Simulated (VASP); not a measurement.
# GaN (F-43m) in VASP: settings compared

GaN is run at these levels: PBEsol+D4, PBEsol, PBEsol+D3(BJ); tasks: single point, relaxation of cell and atoms.

Program: VASP 6.6.1. These are calculated values, not measurements. Logs are shortened: lines on timing, memory, paths and dates and some standing lists are left out, and cuts for length are marked.

## (1) The cell of the first run

The structure is cubic, space group F-43m (No. 216). The conventional cell has a = 4.473 Å, b = 4.473 Å, c = 4.473 Å, α = 90.00°, β = 90.00°, γ = 90.00°. Within 2.6 Å of Ga (site symmetry -43m) lie 4 N at 1.94 Å. N (site symmetry -43m) has 4 Ga at 1.94 Å within 2.6 Å.

## (2) Single point, PBEsol+D4

Input file INCAR:

```
SYSTEM = GaN
  PREC = Accurate
  ENCUT = 520
  EDIFF = 1E-6
  ISMEAR = -1
  SIGMA = 0.05
  LREAL = .FALSE.
  LASPH = .TRUE.
  NELM = 80
  ALGO = Normal
  ISIF = 2
  LWAVE = .FALSE.
  LCHARG = .TRUE.
  GGA = PS
  IVDW = 13
  LELF = .TRUE.
  LVHAR = .TRUE.
  NBANDS = 16
```

Input file KPOINTS:

```
Automatic mesh
0
G
  10 10 10
  0 0 0
```

Input file POSCAR:

```
GaN
1.0
    0.0000000000      2.2363267243      2.2363267243
    2.2363267243      0.0000000000      2.2363267243
    2.2363267243      2.2363267243      0.0000000000
Ga N
1 1
Direct
    0.0000000000      0.0000000000      0.0000000000
    0.2500000000      0.2500000000      0.2500000000
```

Potentials or basis: VASP PAW PBE potentials, release 64 (Ga_d, N).

Started as:

```sh
$ cat potpaw_PBE.64/Ga_d/POTCAR potpaw_PBE.64/N/POTCAR > POTCAR
$ mpirun -np 1 vasp_std > vasp.out
```

OUTCAR:

```text
SYSTEM = GaN
   PREC = Accurate
   ENCUT = 520
   EDIFF = 1E-6
   ISMEAR = -1
   LREAL = .FALSE.
   LASPH = .TRUE.
   NELM = 80
   ISIF = 2
   GGA = PS
   IVDW = 13

 ion  position               nearest neighbor table
   1  0.000  0.000  0.000-   2 1.94   2 1.94   2 1.94   2 1.94
   2  0.250  0.250  0.250-   1 1.94   1 1.94   1 1.94   1 1.94

  LATTYP: Found a face centered cubic cell.
 ALAT       =     4.4726534486

  Lattice vectors:

 A1 = (   0.0000000000,   2.2363267243,   2.2363267243)
 A2 = (   2.2363267243,   0.0000000000,   2.2363267243)
 A3 = (   2.2363267243,   2.2363267243,   0.0000000000)

Analysis of symmetry for initial positions (statically):
=====================================================================
 Subroutine PRICEL returns:
 Original cell was already a primitive cell.

 Routine SETGRP: Setting up the symmetry group for a
 face centered cubic supercell.

 Subroutine GETGRP returns: Found 24 space group operations
 (whereof 24 operations were pure point group operations)
 out of a pool of 48 trial point group operations.

The static configuration has the point symmetry T_d .

Analysis of symmetry for dynamics (positions and initial velocities):
=====================================================================
 Subroutine PRICEL returns:
 Original cell was already a primitive cell.

 Routine SETGRP: Setting up the symmetry group for a
 face centered cubic supercell.

 Subroutine GETGRP returns: Found 24 space group operations
 (whereof 24 operations were pure point group operations)
 out of a pool of 48 trial point group operations.

The dynamic configuration has the point symmetry T_d .

 Subroutine INISYM returns: Found 24 space group operations
 (whereof 24 operations are pure point group operations),
 and found     1 'primitive' translations

----------------------------------------------------------------------------------------

                                     Primitive cell

  volume of cell :      22.3684

  direct lattice vectors                    reciprocal lattice vectors
     0.000000000  2.236326724  2.236326724    -0.223580926  0.223580926  0.223580926
     2.236326724  0.000000000  2.236326724     0.223580926 -0.223580926  0.223580926
     2.236326724  2.236326724  0.000000000     0.223580926  0.223580926 -0.223580926

  length of vectors
     3.162643583  3.162643583  3.162643583     0.387253524  0.387253524  0.387253524

  position of ions in fractional coordinates (direct lattice)
     0.000000000  0.000000000  0.000000000
     0.250000000  0.250000000  0.250000000

[... 77 lines left out ...]
   LREAL  =      F    real-space projection
   EDIFFG = 0.1E-04   stopping-criterion for IOM
   NSW    =      0    number of steps for IOM
   IBRION =     -1    ionic relax: 0-MD 1-quasi-New 2-CG
   NFREE  =      0    steps in history (QN), initial steepest desc. (CG)
   ISIF   =      2    stress and relaxation
   ISYM   =      2    0-nonsym 1-usesym 2-fastsym
   POTIM  = 0.5000    time-step for ionic-motion
   TEBEG  =    0.0;   TEEND  =   0.0 temperature during run
   PSTRESS=    0.0 pullay stress
   NELECT =      18.0000    total number of electrons
   NUPDOWN=      -1.0000    fix difference up-down
   EMIN   =  10.00;   EMAX   =-10.00  energy-range for DOS
   EFERMI =   0.00;   METHOD = LEGACY
   ISMEAR =    -1;   SIGMA  =   0.05  broadening in eV -4-tet -1-fermi 0-gaus
   EFERMI_NEDOS =   21; number of points for ismear=-14 and -15
   IALGO  =     38    algorithm
   IMIX   =      4    mixing-type and parameters
     AMIX     =   0.40;   BMIX     =  1.00
     AMIX_MAG =   1.60;   BMIX_MAG =  1.00
  volume/ion in A,a.u.               =      11.18        75.47
  Fermi-wavevector in a.u.,A,eV,Ry     =   1.522721  2.877526 31.547557  2.318680
  Thomas-Fermi vector in A             =   2.631262
   LORBIT       =      0    0 simple, 1 ext, 2 COOP (PROOUT), +10 PAW based schemes
   GGA     = PS    functional components
   LHFCALC =     F    Hartree Fock is set to
   AEXX    =    0.0000 exact exchange contribution
   IVDW    =    13    specifies the selected vdW correction
   LEPSILON=     F    determine dielectric tensor
   LRPA    =     F    only Hartree local field effects (RPA)
 non-spin polarized calculation
  energy-cutoff  :      520.00
  volume of cell :       22.37
 maximum number of plane-waves:       620
   NGX = 11   NGY = 11   NGZ = 11

 number of electron      18.0000016 magnetization

 Free energy of the ion-electron system (eV)
  ---------------------------------------------------
  ext. energy  EPLUGINS =         0.00000000
  ---------------------------------------------------
  free energy    TOTEN  =       -13.11890511 eV

  energy without entropy =      -13.11890511  energy(sigma->0) =      -13.11890511

 E-fermi :   6.3424     XC(G=0): -12.0257

 val. band max:        5.4028955258   @ k =   0.0000   0.0000   0.0000
 cond. band min:       7.2326012814   @ k =   0.0000   0.0000   0.0000
 fundamental gap:      1.8297057557
 Fermi energy:         6.3424113780

 k-point     1 :       0.0000    0.0000    0.0000
  band No.  band energies     occupation
      1     -10.7299      2.00000
      2      -8.0233      2.00000
      3      -8.0233      2.00000
      4      -8.0233      2.00000
      5      -7.6740      2.00000
      6      -7.6740      2.00000
[... 433 lines left out ...]
      3      -7.7805      2.00000
      4      -7.7793      2.00000
      5      -7.6087      2.00000
      6      -6.7871      2.00000
[... 8 lines left out ...]
     15      27.9728      0.00000
     16      27.9867      0.00000

 [... further k-points ...]

------------------------ aborting loop because EDIFF is reached ----------------------------------------

  DFT-D4 for vdW energy calculation

  Edisp (eV):   -0.46749

  FORCE on cell =-STRESS in cart. coord.  units (eV):
  Direction    XX          YY          ZZ          XY          YZ          ZX
  --------------------------------------------------------------------------------------
  -------------------------------------------------------------------------------------
  Total      -0.03207    -0.03207    -0.03207    -0.00000    -0.00000     0.00000
  in kB      -2.29677    -2.29677    -2.29677    -0.00000    -0.00000     0.00000
  external pressure =       -2.30 kB  Pullay stress =        0.00 kB

 VOLUME and BASIS-vectors are now :
 -----------------------------------------------------------------------------
  energy-cutoff  :      520.00
  volume of cell :       22.37
      direct lattice vectors                 reciprocal lattice vectors
     0.000000000  2.236326724  2.236326724    -0.223580926  0.223580926  0.223580926
     2.236326724  0.000000000  2.236326724     0.223580926 -0.223580926  0.223580926
     2.236326724  2.236326724  0.000000000     0.223580926  0.223580926 -0.223580926

 POSITION                                       TOTAL-FORCE (eV/Angst)
 -----------------------------------------------------------------------------------
      0.00000      0.00000      0.00000         0.000000      0.000000      0.000000
      1.11816      1.11816      1.11816        -0.000000     -0.000000     -0.000000
 -----------------------------------------------------------------------------------
    total drift:                                0.000001      0.000001      0.000001

  FREE ENERGIE OF THE ION-ELECTRON SYSTEM (eV)
  ---------------------------------------------------
  free  energy   TOTEN  =       -13.5863965016 eV

  energy  without entropy=      -13.5863965015  energy(sigma->0) =      -13.58639650
```

It took 11 s on 1 thread of AMD EPYC 9R45 (Zen 5), shared host; peak memory 0.11 GiB.

Results:

```
Free energy                : -13.5864 eV
Pressure                   : -0.2 GPa
Band gap on the k mesh     : 1.83 eV
Dispersion energy per atom : -0.234 eV
```

Caveat: the PAW data sets were made with another functional, which shifts forces and pressure a little.

## (3) Relaxation of cell and atoms, PBEsol

This run uses another cell than the first one, of 11.44 Å³/atom.

Input file INCAR:

```
SYSTEM = GaN
PREC = Accurate ; ENCUT = 600
EDIFF = 1E-7 ; ISMEAR = -1
SIGMA = 0.05 ; LREAL = .False.
LASPH = .True. ; NELM = 60
ALGO = Normal ; ISIF = 3
LWAVE = .False. ; LCHARG = .False.
GGA = PS ; IBRION = 2
NSW = 60 ; EDIFFG = -0.01
```

Input file KPOINTS:

```
regular mesh
0
Gamma
  10 10 10
  0 0 0
```

Input file POSCAR:

```
GaN
1.0
    0.0000000000      2.2535006075      2.2535006075
    2.2535006075      0.0000000000      2.2535006075
    2.2535006075      2.2535006075      0.0000000000
Ga N
1 1
Direct
    0.0000000000      0.0000000000      0.0000000000
    0.2500000000      0.2500000000      0.2500000000
```

Potentials or basis: VASP PAW PBE potentials, release 64 (Ga_d, N).

Started as:

```sh
$ cat potpaw_PBE.64/Ga_d/POTCAR potpaw_PBE.64/N/POTCAR > POTCAR
$ mpirun -np 1 vasp_std > vasp.out
```

Run time: 36 s. Hardware: 1 thread of AMD EPYC 9R45 (Zen 5), shared host; peak memory 0.14 GiB.

The run converged. Its results:

```
Free energy                           : -13.1246 eV
Relaxed volume                        : 11.35 Å³/atom
Relaxed cell                          : a = 3.178 Å, b = 3.178 Å, c = 3.178 Å, α = 60.00°, β = 60.00°, γ = 60.00°
Space group after relaxing (to 0.1 Å) : F-43m (No. 216)
Energy gained by relaxing             : 0.4 meV/atom
Ionic steps                           : 5
Pressure after relaxing               : 0.1 GPa
Band gap on the k mesh                : 1.74 eV
```

Step by step:
```tsv
step	energy change (eV)	largest force (eV/Å)	pressure (GPa)	volume (Å³)
1	0.0000	0.0000	-1.50	22.89
2	-0.0001	0.0000	1.44	22.53
3	-0.0008	0.0000	-0.17	22.71
4	-0.0008	0.0000	0.17	22.69
5	-0.0008	0.0000	0.06	22.70
```

Final structure:
```
Ga N
1.0
     0.00000    2.24724    2.24724
     2.24724    0.00000    2.24724
     2.24724    2.24724    0.00000
Ga N
1 1
Direct
  0.00000 0.00000 0.00000
  0.25000 0.25000 0.25000
```

Levels at points of the mesh, in eV from the valence-band top:
```tsv
k point	band 5	band 6	band 7	band 8	band 9	band 10	band 11	band 12	band 13
(0.00, 0.00, 0.00)	-13.08	-13.08	0.00	0.00	0.00	1.74	10.25	10.25	10.25
(0.50, 0.00, 0.00)	-13.03	-11.83	-7.17	-0.99	-0.99	4.62	8.67	10.31	10.31
(0.50, 0.50, 0.00)	-13.00	-11.40	-6.21	-2.76	-2.76	3.23	6.61	11.63	13.97
```

Caveat: the PAW data sets were made with another functional, which shifts forces and pressure a little.

## (4) Relaxation of cell and atoms, PBEsol+D3(BJ)

This run uses another cell than the first one, of 11.44 Å³/atom.

Input file INCAR:

```
PREC = Accurate
ENCUT = 600
EDIFF = 1E-7
ISMEAR = -1
SIGMA = 0.05
LREAL = False
LASPH = True
NELM = 100
ALGO = Normal
ISIF = 3
LWAVE = False
LCHARG = False
GGA = PS
IVDW = 12
IBRION = 2
NSW = 60
EDIFFG = -0.01
```

Input file KPOINTS:

```
regular mesh
0
Gamma
  10 10 10
```

POSCAR is that of step 3.

Started as:

```sh
$ cat potpaw_PBE.64/Ga_d/POTCAR potpaw_PBE.64/N/POTCAR > POTCAR
$ mpirun -np 1 vasp_std > vasp.out
```

Run time: 29 s. Hardware: 1 thread of AMD EPYC 9R45 (Zen 5), shared host; peak memory 0.15 GiB.

Results (log left out):

| Item | Value |
| --- | --- |
| Free energy | -13.5727 eV |
| Relaxed volume | 11.16 Å³/atom |
| Relaxed cell | a = 3.161 Å, b = 3.161 Å, c = 3.161 Å, α = 60.00°, β = 60.00°, γ = 60.00° |
| Space group after relaxing (to 0.1 Å) | F-43m (No. 216) |
| Energy gained by relaxing | 4.1 meV/atom |
| Ionic steps | 3 |
| Pressure after relaxing | 0.0 GPa |
| Band gap on the k mesh | 1.84 eV |
| Dispersion energy per atom | -0.226 eV |

Step by step:
```tsv
step	energy change (eV)	largest force (eV/Å)	pressure (GPa)	volume (Å³)
1	0.0000	0.0000	-4.63	22.89
2	-0.0006	0.0000	4.80	21.81
3	-0.0083	0.0000	-0.04	22.33
```

Final structure:
```
Ga N
1.0
     0.00000    2.23502    2.23502
     2.23502    0.00000    2.23502
     2.23502    2.23502    0.00000
Ga N
1 1
Direct
  0.00000 0.00000 0.00000
  0.25000 0.25000 0.25000
```

Levels at points of the mesh, in eV from the valence-band top:
```tsv
k point	band 7	band 8	band 9	band 10	band 11	band 12
(0.00, 0.00, 0.00)	0.00	0.00	0.00	1.84	10.36	10.36
(0.50, 0.00, 0.00)	-7.28	-1.01	-1.01	4.73	8.75	10.39
(0.50, 0.50, 0.00)	-6.28	-2.82	-2.82	3.23	6.70	11.75
```

Caveat: the PAW data sets were made with another functional, which shifts forces and pressure a little.

## (5) Relaxation of cell and atoms, PBEsol+D4

This run uses another cell than the first one, of 11.44 Å³/atom.

Input file INCAR:

```
ALGO = Normal
EDIFF = 1E-6
EDIFFG = -0.01
ENCUT = 600
GGA = PS
IBRION = 2
ISIF = 3
ISMEAR = -1
IVDW = 13
LASPH = True
LCHARG = False
LREAL = False
LWAVE = False
NELM = 60
NSW = 60
PREC = Accurate
SIGMA = 0.05
```

Input file KPOINTS:

```
k-points
0
Gamma
  10 10 10
```

POSCAR is that of step 4.

Potentials or basis: VASP PAW PBE potentials, release 64 (Ga_d, N).

Started as:

```sh
$ cat potpaw_PBE.64/Ga_d/POTCAR potpaw_PBE.64/N/POTCAR > POTCAR
$ mpirun -np 1 vasp_std > vasp.out
```

OUTCAR:

```text
EDIFF = 1E-6
   EDIFFG = -0.01
   ENCUT = 600
   GGA = PS
   IBRION = 2
   ISIF = 3
   ISMEAR = -1
   IVDW = 13
   LASPH = True
   LREAL = False
   NELM = 60
   NSW = 60
   PREC = Accurate

 ion  position               nearest neighbor table
   1  0.000  0.000  0.000-   2 1.95   2 1.95   2 1.95   2 1.95
   2  0.250  0.250  0.250-   1 1.95   1 1.95   1 1.95   1 1.95

  LATTYP: Found a face centered cubic cell.
 ALAT       =     4.5070012150

  Lattice vectors:

 A1 = (   0.0000000000,   2.2535006075,   2.2535006075)
 A2 = (   2.2535006075,   0.0000000000,   2.2535006075)
 A3 = (   2.2535006075,   2.2535006075,   0.0000000000)

Analysis of symmetry for initial positions (statically):
=====================================================================
 Subroutine PRICEL returns:
 Original cell was already a primitive cell.

 Routine SETGRP: Setting up the symmetry group for a
 face centered cubic supercell.

 Subroutine GETGRP returns: Found 24 space group operations
 (whereof 24 operations were pure point group operations)
 out of a pool of 48 trial point group operations.

[... 374 lines left out ...]

 val. band max:        5.4325650009   @ k =   0.0000   0.0000   0.0000
 cond. band min:       7.2794279970   @ k =   0.0000   0.0000   0.0000
 fundamental gap:      1.8468629961
 Fermi energy:         6.4291190304

 k-point     1 :       0.0000    0.0000    0.0000
  band No.  band energies     occupation
      1     -10.7245      2.00000
      2      -7.9972      2.00000
      3      -7.9972      2.00000
      4      -7.9972      2.00000
      5      -7.6449      2.00000
      6      -7.6449      2.00000
      7       5.4326      2.00000
      8       5.4326      2.00000
      9       5.4326      2.00000
     10       7.2794      0.00000
     11      15.7947      0.00000
     12      15.7947      0.00000
     13      15.7947      0.00000
[... 354 lines left out ...]
  band No.  band energies     occupation
      1      -9.6269      2.00000
      2      -7.8637      2.00000
      3      -7.7525      2.00000
      4      -7.7513      2.00000
      5      -7.5791      2.00000
      6      -6.7613      2.00000
      7       0.3214      2.00000
      8       2.8468      2.00000
      9       3.1838      2.00000
     10       9.8181      0.00000
     11      12.6930      0.00000
     12      16.2371      0.00000
     13      18.4337      0.00000

 [... further k-points ...]

------------------------ aborting loop because EDIFF is reached ----------------------------------------

  DFT-D4 for vdW energy calculation

  Edisp (eV):   -0.46873
[... 25 lines left out ...]
  FREE ENERGIE OF THE ION-ELECTRON SYSTEM (eV)
  ---------------------------------------------------
  free  energy   TOTEN  =       -13.5891166150 eV

  energy  without entropy=      -13.5891166149  energy(sigma->0) =      -13.58911661

 reached required accuracy - stopping structural energy minimisation
```

CONTCAR:

```text
GaN
   1.00000000000000
     0.0000000000000000    2.2343492065581976    2.2343492065581976
     2.2343492065581976    0.0000000000000000    2.2343492065581976
     2.2343492065581976    2.2343492065581976    0.0000000000000000
  Ga              N
     1     1
Direct
     0.0000000000000000    0.0000000000000000    0.0000000000000000
     0.2500000000000000    0.2500000000000000    0.2500000000000000

  0.00000000E+00  0.00000000E+00  0.00000000E+00
  0.00000000E+00  0.00000000E+00  0.00000000E+00
```

It took 42 s on 1 thread of AMD EPYC 9R45 (Zen 5), shared host; peak memory 0.14 GiB.

What came out:

```
Free energy                           : -13.5891 eV
Relaxed volume                        : 11.15 Å³/atom
Relaxed cell                          : a = 3.160 Å, b = 3.160 Å, c = 3.160 Å, α = 60.00°, β = 60.00°, γ = 60.00°
Space group after relaxing (to 0.1 Å) : F-43m (No. 216)
Energy gained by relaxing             : 4.2 meV/atom
Ionic steps                           : 6
Pressure after relaxing               : 0.1 GPa
Band gap on the k mesh                : 1.85 eV
Dispersion energy per atom            : -0.234 eV
```

The path:
| step | energy change (eV) | largest force (eV/Å) | pressure (GPa) | volume (Å³) |
| --- | --- | --- | --- | --- |
| 1 | 0.0000 | 0.0000 | -4.68 | 22.89 |
| 2 | -0.0006 | 0.0000 | 4.67 | 21.80 |
| 3 | -0.0084 | 0.0000 | -0.59 | 22.33 |
| 4 | -0.0084 | 0.0000 | 0.55 | 22.27 |
| 5 | -0.0084 | 0.0000 | 0.16 | 22.30 |
| 6 | -0.0084 | 0.0000 | 0.08 | 22.31 |

Final structure:
```xyz
2
Lattice="0.0000 2.2343 2.2343 2.2343 0.0000 2.2343 2.2343 2.2343 0.0000" Properties=species:S:1:pos:R:3 pbc="T T T"
Ga    0.0000    0.0000    0.0000
N     1.1172    1.1172    1.1172
```

Caveat: the PAW data sets were made with another functional, which shifts forces and pressure a little.

## (6) Summary

```tsv
task	level	cell	cutoff (eV)	gap on the mesh (eV)	pressure (GPa)	relaxed volume (Å³/atom)
single point	PBEsol+D4	a = 3.163 Å, angles 60.0°, 2 atoms	520	1.83	-0.2	-
relaxation of cell and atoms	PBEsol	relaxed from a = 3.187 Å, angles 60.0°, 2 atoms	600	1.74	0.1	11.35
relaxation of cell and atoms	PBEsol+D3(BJ)	relaxed from a = 3.187 Å, angles 60.0°, 2 atoms	600	1.84	0.0	11.16
relaxation of cell and atoms	PBEsol+D4	relaxed from a = 3.187 Å, angles 60.0°, 2 atoms	600	1.85	0.1	11.15
```

Alike in all rows: potentials or basis VASP PAW PBE potentials, release 64 (Ga_d, N); no spin polarisation; k mesh 10 × 10 × 10; smearing fermi-dirac 0.05 eV.

Caveats: the PAW data sets were made with another functional, which shifts forces and pressure a little.

Absolute energies hang on the potentials; compare differences alone.
